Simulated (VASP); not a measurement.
Wanted: the native input for a VASP 6.6.1 run.

```
Task                               : single point
Functional                         : PBE0
Potentials or basis                : VASP PAW PBE potentials, release 64 (Mg, O)
Cutoff                             : 520 eV
k mesh                             : 6 × 6 × 6
Occupations                        : fermi-dirac, width 0.05 eV
Spin                               : no spin polarisation
Dipole correction                  : no
Grid for exact exchange (PRECFOCK) : Normal
Further INCAR settings             : ALGO = Normal; EDIFF = 1e-06; NBANDS = 11
Share of exact exchange            : 0.25
```

MgO:

```
CELL_PARAMETERS angstrom
2.99564 0.00000 0.00000
-1.49782 2.59430 0.00000
0.00000 0.00000 2.73224
ATOMIC_POSITIONS crystal
Mg 0.00000 0.00000 0.00000
O 0.33333 0.66667 0.50000
```

These files were run (other wordings do the same):

POSCAR

```
MgO
1.0
    2.9956437857      0.0000000000      0.0000000000
   -1.4978218928      2.5943036191      0.0000000000
    0.0000000000      0.0000000000      2.7322360880
Mg O
1 1
Direct
    0.0000000000      0.0000000000      0.0000000000
    0.3333333333      0.6666666667      0.5000000000
```

INCAR.step1

```
  PREC = Accurate
  ENCUT = 520
  EDIFF = 1E-5
  ISMEAR = -1
  SIGMA = 0.05
  LREAL = False
  LASPH = True
  NELM = 100
  ALGO = Normal
  ISIF = 2
  LWAVE = True
  LCHARG = False
  GGA = PE
  NBANDS = 11
```

INCAR.step2

```
  PREC = Accurate
  ENCUT = 520
  EDIFF = 1E-6
  ISMEAR = -1
  SIGMA = 0.05
  LREAL = False
  LASPH = True
  NELM = 100
  ALGO = Normal
  ISIF = 2
  LWAVE = False
  LCHARG = False
  GGA = PE
  LHFCALC = True
  AEXX = 0.25
  PRECFOCK = Normal
  ISTART = 1
  NBANDS = 11
```

KPOINTS

```
regular mesh
0
Gamma
  6 6 6
```

Potentials or basis: VASP PAW PBE potentials, release 64 (Mg, O).

Launch:

```console
$ cat potpaw_PBE.64/Mg/POTCAR potpaw_PBE.64/O/POTCAR > POTCAR
$ cp INCAR.step1 INCAR
$ mpirun -np 1 vasp_std > vasp.out
$ cp INCAR.step2 INCAR
$ mpirun -np 1 vasp_std > vasp.out
```

It gave:

```
Pressure               : -12.9 GPa
Band gap on the k mesh : 4.82 eV (least direct gap 5.23 eV)
```

Caveat: the cell stands under tension; the PAW data sets were made with another functional, which shifts forces and pressure a little.

Wall time 12 min on 1 thread of AMD EPYC 7R43 64-Core Processor (Zen 3), with other jobs on the host, peak memory 0.11 GiB.
